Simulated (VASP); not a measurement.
# ZrB2 (P6/mmm) in VASP: further runs, part 3 of 3

VASP 6.6.1. Earlier steps stand in the parts before.

**5. Electric field gradients, PBE, non-collinear spin, zero start, spin-orbit coupling**

File INCAR:

```
SYSTEM = ZrB2
PREC     = Accurate       ! precision mode
ENCUT    = 520            ! plane-wave cutoff, eV
EDIFF    = 1E-8           ! SCF threshold, eV
ISMEAR   = -1             ! smearing method
SIGMA    = 0.05           ! smearing width, eV
LREAL    = .False.        ! projectors in reciprocal space
LASPH    = .True.         ! aspherical terms in the spheres
NELM     = 150            ! most SCF steps
ALGO     = Normal         ! electronic algorithm
ISIF     = 2              ! what is computed and relaxed
LWAVE    = .False.        ! write WAVECAR
LCHARG   = .False.        ! write CHGCAR
MAGMOM   = 0 0 0 0 0 0 0 0 0 ! initial moments
LORBIT   = 11             ! projections on sites
LSORBIT  = .True.         ! spin-orbit coupling
GGA_COMPAT= .False.      
LORBMOM  = .True.       
LMAXMIX  = 4              ! l up to which the mixer works
GGA      = PE             ! functional
LEFG     = .True.       
NBANDS   = 31             ! bands
```

File KPOINTS:

```
Automatic mesh
0
Gamma
  17 17 13
  0 0 0
```

File POSCAR:

```
ZrB2
1.0
    3.1700000000      0.0000000000      0.0000000000
   -1.5850000000      2.7453005300      0.0000000000
    0.0000000000      0.0000000000      3.5330000000
Zr B
1 2
Direct
    0.0000000000      0.0000000000      0.0000000000
    0.3333333333      0.6666666667      0.5000000000
    0.6666666667      0.3333333333      0.5000000000
```

Potentials or basis: VASP PAW PBE potentials, release 64 (Zr_sv, B).

Run with:

```
> cat potpaw_PBE.64/Zr_sv/POTCAR potpaw_PBE.64/B/POTCAR > POTCAR
> mpirun -np 1 vasp_ncl > vasp.out
```

OUTCAR:

```text
SYSTEM = ZrB2
   PREC = Accurate
   ENCUT = 520
   EDIFF = 1E-8
   ISMEAR = -1
   LREAL = .False.
   LASPH = .True.
   NELM = 150
   ISIF = 2
   LORBIT = 11
   LSORBIT = .True.
   GGA = PE

 ion  position               nearest neighbor table
   1  0.000  0.000  0.000-   2 2.54   3 2.54   2 2.54   3 2.54   3 2.54   3 2.54   2 2.54   2 2.54
                             3 2.54   3 2.54   2 2.54   2 2.54
   2  0.333  0.667  0.500-   3 1.83   3 1.83   3 1.83   1 2.54   1 2.54   1 2.54   1 2.54   1 2.54
                             1 2.54
   3  0.667  0.333  0.500-   2 1.83   2 1.83   2 1.83   1 2.54   1 2.54   1 2.54   1 2.54   1 2.54
                             1 2.54

  LATTYP: Found a hexagonal cell.
 ALAT       =     3.1700000000
 C/A-ratio  =     1.1145110410

  Lattice vectors:

 A1 = (   3.1700000000,   0.0000000000,   0.0000000000)
 A2 = (  -1.5850000000,   2.7453005300,   0.0000000000)
 A3 = (   0.0000000000,   0.0000000000,   3.5330000000)

Analysis of symmetry for initial positions (statically):
=====================================================================
 Subroutine PRICEL returns:
 Original cell was already a primitive cell.

 Routine SETGRP: Setting up the symmetry group for a
 hexagonal supercell.

 Subroutine GETGRP returns: Found 24 space group operations
 (whereof 24 operations were pure point group operations)
 out of a pool of 24 trial point group operations.

The static configuration has the point symmetry D_6h.

Analysis of symmetry for dynamics (positions and initial velocities):
=====================================================================
 Subroutine PRICEL returns:
 Original cell was already a primitive cell.

 Routine SETGRP: Setting up the symmetry group for a
 hexagonal supercell.

 Subroutine GETGRP returns: Found 24 space group operations
 (whereof 24 operations were pure point group operations)
 out of a pool of 24 trial point group operations.

The dynamic configuration has the point symmetry D_6h.

Analysis of structural, dynamic, and magnetic symmetry:
=====================================================================
 Subroutine PRICEL returns:
[... 1038 lines left out ...]
            0.000   0.000   0.000

 orbital moment (y)

 # of ion     p       d       tot
 ----------------------------------------
  1        -0.000   0.000   0.000
  2        -0.000   0.000  -0.000
  3        -0.000   0.000  -0.000
 ----------------------------------------
           -0.000   0.000  -0.000

 orbital moment (z)

 # of ion     p       d       tot
 ----------------------------------------
  1         0.000   0.000   0.000
  2         0.000   0.000   0.000
  3         0.000   0.000   0.000
 ----------------------------------------
            0.000   0.000   0.000

 Spin-Orbit-Coupling matrix elements

 Ion:    1  E_soc:     -0.1392989
 l=   1
     0.0000000    -0.0225123    -0.0226195
    -0.0225123     0.0000000    -0.0225123
    -0.0226195    -0.0225123     0.0000000
 l=   2
     0.0000000    -0.0001310     0.0000000    -0.0001310    -0.0006652
    -0.0001310     0.0000000    -0.0003538    -0.0001084    -0.0001310
     0.0000000    -0.0003538     0.0000000    -0.0003538     0.0000000
    -0.0001310    -0.0001084    -0.0003538     0.0000000    -0.0001310
    -0.0006652    -0.0001310     0.0000000    -0.0001310     0.0000000
 l=   3
     0.0000000     0.0000000     0.0000000     0.0000000     0.0000000     0.0000000     0.0000000
     0.0000000     0.0000000     0.0000000     0.0000000     0.0000000     0.0000000     0.0000000
     0.0000000     0.0000000     0.0000000     0.0000000     0.0000000     0.0000000     0.0000000
     0.0000000     0.0000000     0.0000000     0.0000000     0.0000000     0.0000000     0.0000000
[... 29 lines left out ...]
 l=   2
     0.0000000     0.0000000     0.0000000     0.0000000     0.0000000
     0.0000000     0.0000000     0.0000000     0.0000000     0.0000000
     0.0000000     0.0000000     0.0000000     0.0000000     0.0000000
     0.0000000     0.0000000     0.0000000     0.0000000     0.0000000
     0.0000000     0.0000000     0.0000000     0.0000000     0.0000000
 l=   3
     0.0000000     0.0000000     0.0000000     0.0000000     0.0000000     0.0000000     0.0000000
     0.0000000     0.0000000     0.0000000     0.0000000     0.0000000     0.0000000     0.0000000
     0.0000000     0.0000000     0.0000000     0.0000000     0.0000000     0.0000000     0.0000000
     0.0000000     0.0000000     0.0000000     0.0000000     0.0000000     0.0000000     0.0000000
     0.0000000     0.0000000     0.0000000     0.0000000     0.0000000     0.0000000     0.0000000
     0.0000000     0.0000000     0.0000000     0.0000000     0.0000000     0.0000000     0.0000000
     0.0000000     0.0000000     0.0000000     0.0000000     0.0000000     0.0000000     0.0000000

 total charge

# of ion       s       p       d       tot
------------------------------------------
    1        2.168   6.031   1.771   9.970
    2        0.665   1.240   0.000   1.905
    3        0.665   1.240   0.000   1.905
--------------------------------------------------
tot          3.498   8.511   1.771  13.780

 magnetization (x)

# of ion       s       p       d       tot
------------------------------------------
    1        0.000   0.000   0.000   0.000
    2       -0.000   0.000   0.000  -0.000
    3        0.000   0.000   0.000   0.000
--------------------------------------------------
tot         -0.000   0.000   0.000  -0.000

 magnetization (y)

# of ion       s       p       d       tot
------------------------------------------
    1       -0.000   0.000   0.000   0.000
    2        0.000   0.000   0.000   0.000
    3        0.000  -0.000   0.000  -0.000
--------------------------------------------------
tot         -0.000   0.000   0.000   0.000

 magnetization (z)

# of ion       s       p       d       tot
------------------------------------------
    1        0.000   0.000   0.000   0.000
    2        0.000   0.000   0.000   0.000
    3        0.000   0.000   0.000   0.000
--------------------------------------------------
tot          0.000   0.000   0.000   0.000
```

OSZICAR:

```text
N       E                     dE             d eps       ncg     rms          rms(c)
DAV:   1     0.123646310527E+03    0.12365E+03   -0.92755E+03 14322   0.116E+03
DAV:   2    -0.190252546099E+02   -0.14267E+03   -0.13718E+03 16489   0.324E+02
DAV:   3    -0.275179810876E+02   -0.84927E+01   -0.84098E+01 24745   0.636E+01
DAV:   4    -0.277245937070E+02   -0.20661E+00   -0.20624E+00 18747   0.866E+00
DAV:   5    -0.277288282239E+02   -0.42345E-02   -0.42341E-02 21216   0.103E+00    0.216E+01
DAV:   6    -0.250734198432E+02    0.26554E+01   -0.42958E+00 17652   0.167E+01    0.854E+00
DAV:   7    -0.250504385033E+02    0.22981E-01   -0.86370E-01 21394   0.548E+00    0.324E+00
DAV:   8    -0.250578797958E+02   -0.74413E-02   -0.13234E-01 16875   0.307E+00    0.614E-01
DAV:   9    -0.250496868929E+02    0.81929E-02   -0.23232E-02 17204   0.139E+00    0.242E-01
DAV:  10    -0.250497947408E+02   -0.10785E-03   -0.18223E-03 18339   0.283E-01    0.132E-01
DAV:  11    -0.250496642214E+02    0.13052E-03   -0.39729E-04 18735   0.192E-01    0.281E-02
DAV:  12    -0.250496680627E+02   -0.38413E-05   -0.37255E-05 20568   0.516E-02    0.103E-02
DAV:  13    -0.250496669240E+02    0.11387E-05   -0.15802E-06 19471   0.944E-03    0.248E-03
DAV:  14    -0.250496667705E+02    0.15354E-06   -0.95724E-08 18980   0.280E-03    0.159E-03
DAV:  15    -0.250496667301E+02    0.40415E-07   -0.16417E-08 15684   0.101E-03    0.941E-04
DAV:  16    -0.250496666931E+02    0.36965E-07   -0.84690E-09 11331   0.979E-04    0.135E-04
DAV:  17    -0.250496666879E+02    0.51889E-08   -0.14002E-09  9611   0.335E-04
   1 F= -.25049667E+02 E0= -.25048814E+02  d E =-.170527E-02  mag=     0.0000     0.0000     0.0000
```

stdout:

```text
POSCAR found type information on POSCAR ZrB
 POSCAR found :  2 types and       3 ions
 scaLAPACK will be used
 LDA part: xc-table for (Slater+PW92), standard interpolation
 POSCAR, INCAR and KPOINTS ok, starting setup
 FFT: planning ... GRIDC
 FFT: planning ... GRID_SOFT
 FFT: planning ... GRID
 WAVECAR not read
 entering main loop
ion   1

ion   2

ion   3
```

It took 6 min on 1 thread of Oxide Virtual Turin-like, shared host; peak memory 0.4 GiB.

What came out:

```
Free energy                                           : -25.0497 eV
Pressure                                              : 0.9 GPa
Net moment                                            : 0.00 μB per cell
Valence electrons inside the program's atomic spheres : Zr 9.97; B 1.91
```

Moments on the atoms (μB; x, y, z):
```
Zr  0.00 0.00 0.00
B   0.00 0.00 0.00
B   0.00 0.00 0.00
```

Electric field gradients, principal values (V/Å²):
```tsv
atom	least	middle	greatest (by size)
1 Zr	-20.902	-20.902	41.804
2 B	-0.886	-0.887	1.773
3 B	-0.886	-0.887	1.773
```

Caveat: without QUAD_EFG the Cq values of the log hold for a quadrupole moment of 1 mb, not for the nuclei.

**6. Summary**

| level | potentials or basis | spin | k mesh | gap on the mesh (eV) | pressure (GPa) |
| --- | --- | --- | --- | --- | --- |
| PBE | VASP PAW PBE potentials, release 64 (Zr_sv, B) | off | 16 × 16 × 12 | none | 0.9 |
| LDA | VASP PAW LDA potentials, release 64 (Zr_sv, B) | off | 17 × 17 × 13 | none | -8.4 |
| r2SCAN | VASP PAW PBE potentials, release 64 (Zr_sv, B) | off | 17 × 17 × 13 | none | 0.8 |
| PBE | VASP PAW PBE potentials, release 64 (Zr_sv, B) | non-collinear, zero start, SOC | 17 × 17 × 13 | - | 0.9 |

Alike in all rows: task electric field gradients; cell as given; cutoff (eV) 520; smearing fermi-dirac 0.05 eV.

Caveats: the PAW data sets were made with another functional, which shifts forces and pressure a little (some runs).

Total energies depend on the potentials used, so only differences within one code and one set of settings carry meaning.
